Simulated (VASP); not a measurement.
# InO in VASP: further runs, part 2 of 2

VASP 6.6.1.

## 4. Single point, PBE+D3(BJ)

This run uses another cell than the first one, of the same volume but with other edges.

INCAR

```
SYSTEM = InO
ALGO = Normal
EDIFF = 1E-6
ENCUT = 600
GGA = PE
GGA_COMPAT = .FALSE.
ISIF = 2
ISMEAR = 0
IVDW = 12
LASPH = .TRUE.
LCHARG = .FALSE.
LREAL = .FALSE.
LWAVE = .FALSE.
NBANDS = 27
NELM = 120
PREC = Accurate
SIGMA = 0.05
```

KPOINTS

```
k-points
0
G
  12 12 4
  0 0 0
```

POSCAR

```
InO
1.0
    3.6207095896      0.0000000000      0.0000000000
   -1.8103547948      3.1356264843      0.0000000000
    0.0000000000      0.0000000000     14.2242908260
In O
2 2
Direct
    0.6666666667      0.3333333333      0.5895266171
    0.6666666667      0.3333333333      0.4104733829
    0.0000000000      0.0000000000      0.6398766426
    0.0000000000      0.0000000000      0.3601233574
```

Command:

```sh
$ cat potpaw_PBE.64/In_d/POTCAR potpaw_PBE.64/O/POTCAR > POTCAR
$ mpirun -np 1 vasp_std > vasp.out
```

Run time: 8 min. Hardware: 1 thread of Intel Xeon Platinum 8259CL at 2.50GHz (Skylake/Cascade Lake), shared host; peak memory 0.48 GiB.

The run converged. Its results:

| Quantity | Value |
| --- | --- |
| Free energy | -19.4651 eV |
| Largest force | 2.409 eV/Å |
| Band gap on the k mesh | 0.33 eV (least direct gap 0.90 eV) |
| Dispersion energy per atom | -0.136 eV |

Forces in eV/Å, atoms in the order of the input:
```
In   0.000  0.000  2.409
In   0.000  0.000 -2.409
O    0.000  0.000 -0.143
O    0.000  0.000  0.143
```

Levels at points of the mesh, in eV from the valence-band top:
```
           k point  band 16  band 17  band 18  band 19  band 20  band 21  band 22  band 23
(0.00, 0.00, 0.00)    -1.59    -1.52    -1.52    -0.56     0.33     3.43     6.07     6.38
(0.50, 0.00, 0.00)    -2.36    -2.24    -1.38    -0.23     2.31     4.01     6.14     6.25
(0.00, 0.00, 0.50)    -1.59    -1.52    -1.52    -0.56     0.33     3.43     5.87     6.80
(0.50, 0.00, 0.50)    -2.36    -2.24    -1.38    -0.23     2.31     4.01     6.14     6.25
```

Caveat: spin-orbit coupling is left out, which moves the levels of the heavy elements.

## 5. Single point, PBE+D3(BJ)

This run uses another cell than the first one, of the same volume but with other edges.

INCAR

```
SYSTEM = InO
PREC = Accurate
ENCUT = 600
EDIFF = 1E-6
ISMEAR = 0
SIGMA = 0.05
LREAL = .FALSE.
LASPH = .TRUE.
NELM = 120
ALGO = Normal
ISIF = 2
LWAVE = .FALSE.
LCHARG = .TRUE.
GGA = PE
IVDW = 12
LELF = .TRUE.
LVHAR = .TRUE.
NBANDS = 27
GGA_COMPAT = .FALSE.
```

KPOINTS

```
Automatic mesh
0
G
  12 12 4
  0 0 0
```

POSCAR

```
InO
1.0
    3.5264472487      0.0000000000      0.0000000000
   -1.7632236244      3.0539929024      0.0000000000
    0.0000000000      0.0000000000     14.9948879310
In O
2 2
Direct
    0.6666666667      0.3333333333      0.5895266171
    0.6666666667      0.3333333333      0.4104733829
    0.0000000000      0.0000000000      0.6398766426
    0.0000000000      0.0000000000      0.3601233574
```

Potentials or basis: VASP PAW PBE potentials, release 64 (In_d, O).

Command:

```sh
$ cat potpaw_PBE.64/In_d/POTCAR potpaw_PBE.64/O/POTCAR > POTCAR
$ mpirun -np 1 vasp_std > vasp.out
```

OUTCAR:

```text
SYSTEM = InO
   PREC = Accurate
   ENCUT = 600
   EDIFF = 1E-6
   ISMEAR = 0
   LREAL = .FALSE.
   LASPH = .TRUE.
   NELM = 120
   ISIF = 2
   GGA = PE
   IVDW = 12
 IVDW          = 12

 ion  position               nearest neighbor table
   1  0.667  0.333  0.590-   3 2.17   3 2.17   3 2.17   2 2.68
   2  0.667  0.333  0.410-   4 2.17   4 2.17   4 2.17   1 2.68
   3  0.000  0.000  0.640-   1 2.17   1 2.17   1 2.17
   4  0.000  0.000  0.360-   2 2.17   2 2.17   2 2.17

  LATTYP: Found a hexagonal cell.
 ALAT       =     3.5264472487
 C/A-ratio  =     4.2521231351

  Lattice vectors:

 A1 = (   3.5264472487,   0.0000000000,   0.0000000000)
 A2 = (  -1.7632236244,   3.0539929024,   0.0000000000)
 A3 = (   0.0000000000,   0.0000000000,  14.9948879310)

Analysis of symmetry for initial positions (statically):
=====================================================================
 Subroutine PRICEL returns:
 Original cell was already a primitive cell.

 Routine SETGRP: Setting up the symmetry group for a
 hexagonal supercell.

 Subroutine GETGRP returns: Found 12 space group operations
 (whereof 12 operations were pure point group operations)
 out of a pool of 24 trial point group operations.

The static configuration has the point symmetry D_3h.

Analysis of symmetry for dynamics (positions and initial velocities):
=====================================================================
 Subroutine PRICEL returns:
 Original cell was already a primitive cell.

 Routine SETGRP: Setting up the symmetry group for a
 hexagonal supercell.

 Subroutine GETGRP returns: Found 12 space group operations
 (whereof 12 operations were pure point group operations)
 out of a pool of 24 trial point group operations.

The dynamic configuration has the point symmetry D_3h.

 Subroutine INISYM returns: Found 12 space group operations
 (whereof 12 operations are pure point group operations),
 and found     1 'primitive' translations

[... 120 lines left out ...]
  Fermi-wavevector in a.u.,A,eV,Ry     =   1.010694  1.909935 13.898392  1.021503
  Thomas-Fermi vector in A             =   2.143699
   LORBIT       =      0    0 simple, 1 ext, 2 COOP (PROOUT), +10 PAW based schemes
   GGA     = PE    functional components
   LHFCALC =     F    Hartree Fock is set to
   AEXX    =    0.0000 exact exchange contribution
   IVDW    =    12    specifies the selected vdW correction
   LEPSILON=     F    determine dielectric tensor
   LRPA    =     F    only Hartree local field effects (RPA)
 non-spin polarized calculation
 Gauss-broadening in eV      SIGMA  =   0.05
  energy-cutoff  :      600.00
  volume of cell :      161.49
 maximum number of plane-waves:      5420
   NGX = 15   NGY = 15   NGZ = 59

 number of electron      38.0000012 magnetization

 Free energy of the ion-electron system (eV)
  ---------------------------------------------------
  ext. energy  EPLUGINS =         0.00000000
  ---------------------------------------------------
  free energy    TOTEN  =       -19.30623849 eV

  energy without entropy =      -19.30623849  energy(sigma->0) =      -19.30623849

 E-fermi :  -1.4406     XC(G=0):  -4.9963

 val. band max:       -1.6637232734   @ k =   0.2500   0.1667   0.5000
 cond. band min:      -1.1579855953   @ k =   0.0000   0.0000   0.5000
 fundamental gap:      0.5057376782
 Fermi energy:        -1.4406145693

 k-point     1 :       0.0000    0.0000    0.0000
  band No.  band energies     occupation
      1     -18.9461      2.00000
      2     -18.9148      2.00000
      3     -15.2153      2.00000
      4     -15.0898      2.00000
      5     -15.0898      2.00000
      6     -15.0056      2.00000
[... 709 lines left out ...]
     26       6.5473      0.00000
     27       7.6853      0.00000

 [... further k-points ...]

------------------------ aborting loop because EDIFF is reached ----------------------------------------

 Edisp (eV)   -0.56039

 E8    (eV) :    -0.2625

  FORCE on cell =-STRESS in cart. coord.  units (eV):
  Direction    XX          YY          ZZ          XY          YZ          ZX
  --------------------------------------------------------------------------------------
  -------------------------------------------------------------------------------------
  Total      -2.61932    -2.61932     2.34828     0.00000    -0.00000     0.00000
  in kB     -25.98664   -25.98664    23.29763     0.00000    -0.00000     0.00000
  external pressure =       -9.56 kB  Pullay stress =        0.00 kB

 VOLUME and BASIS-vectors are now :
 -----------------------------------------------------------------------------
  energy-cutoff  :      600.00
  volume of cell :      161.49
      direct lattice vectors                 reciprocal lattice vectors
     3.526447249  0.000000000  0.000000000     0.283571518  0.163720092  0.000000000
    -1.763223624  3.053992902  0.000000000     0.000000000  0.327440185  0.000000000
     0.000000000  0.000000000 14.994887931     0.000000000  0.000000000  0.066689395

 POSITION                                       TOTAL-FORCE (eV/Angst)
 -----------------------------------------------------------------------------------
      1.76322      1.01800      8.83989        -0.000000     -0.000000      1.030181
      1.76322      1.01800      6.15500        -0.000000      0.000000     -1.030181
      0.00000      0.00000      9.59488         0.000000      0.000000     -0.075825
      0.00000      0.00000      5.40001         0.000000     -0.000000      0.075825
 -----------------------------------------------------------------------------------
    total drift:                               -0.000001      0.000001      0.000000

  FREE ENERGIE OF THE ION-ELECTRON SYSTEM (eV)
  ---------------------------------------------------
  free  energy   TOTEN  =       -19.8666295215 eV

  energy  without entropy=      -19.8666295215  energy(sigma->0) =      -19.86662952
```

OSZICAR:

```text
N       E                     dE             d eps       ncg     rms          rms(c)
DAV:   1     0.416344681940E+03    0.41634E+03   -0.19159E+04  3078   0.158E+03
DAV:   2     0.485888529062E+02   -0.36776E+03   -0.35216E+03  3352   0.402E+02
DAV:   3    -0.203639592540E+02   -0.68953E+02   -0.67743E+02  3951   0.182E+02
[... 13 lines left out ...]
DAV:  17    -0.193062072949E+02   -0.40073E-04   -0.81118E-06  4141   0.279E-02    0.430E-03
DAV:  18    -0.193062328811E+02   -0.25586E-04   -0.98123E-07  2553   0.699E-03    0.163E-03
DAV:  19    -0.193062366135E+02   -0.37324E-05   -0.18830E-07  2647   0.364E-03    0.784E-04
DAV:  20    -0.193062381474E+02   -0.15339E-05   -0.69246E-08  2404   0.244E-03    0.433E-04
DAV:  21    -0.193062384851E+02   -0.33773E-06   -0.38021E-08  2464   0.211E-03
   1 F= -.19866630E+02 E0= -.19866630E+02  d E =-.596572E-11
```

stdout:

```text
POSCAR found type information on POSCAR InO
 POSCAR found :  2 types and       4 ions
 scaLAPACK will be used
 LDA part: xc-table for (Slater+PW92), standard interpolation
 POSCAR, INCAR and KPOINTS ok, starting setup
 FFT: planning ... GRIDC
 FFT: planning ... GRID_SOFT
 FFT: planning ... GRID
 WAVECAR not read
 entering main loop
```

Wall time 5.6 min (1 thread of Intel Xeon Platinum 8259CL at 2.50GHz (Skylake/Cascade Lake), shared host); peak memory 0.46 GiB.

Results:

```
Free energy                : -19.8666 eV
Largest force              : 1.030 eV/Å
Band gap on the k mesh     : 0.51 eV (least direct gap 1.02 eV)
Dispersion energy per atom : -0.140 eV
```

Forces on the atoms (eV/Å):
```
In   0.000  0.000  1.030
In   0.000  0.000 -1.030
O    0.000  0.000 -0.076
O    0.000  0.000  0.076
```

Caveat: spin-orbit coupling is left out, which moves the levels of the heavy elements.

## 6. Summary

| cell | gap on the mesh (eV) | largest force (eV/Å) |
| --- | --- | --- |
| a = 3.228, b = 3.228, c = 17.901 Å, angles 90.0, 90.0, 120.0°, 4 atoms | none | 1.43 |
| a = 3.143, b = 3.143, c = 18.882 Å, angles 90.0, 90.0, 120.0°, 4 atoms | none | 1.60 |
| a = 3.621, b = 3.621, c = 14.224 Å, angles 90.0, 90.0, 120.0°, 4 atoms | 0.33 | 2.41 |
| a = 3.526, b = 3.526, c = 14.995 Å, angles 90.0, 90.0, 120.0°, 4 atoms | 0.51 | 1.03 |

Alike in all rows: task single point; level PBE+D3(BJ); potentials or basis VASP PAW PBE potentials, release 64 (In_d, O); no spin polarisation; k mesh 12 × 12 × 4; cutoff (eV) 600; smearing gaussian 0.05 eV.

Caveats: spin-orbit coupling is left out, which moves the levels of the heavy elements.

Absolute energies hang on the potentials; compare differences alone.
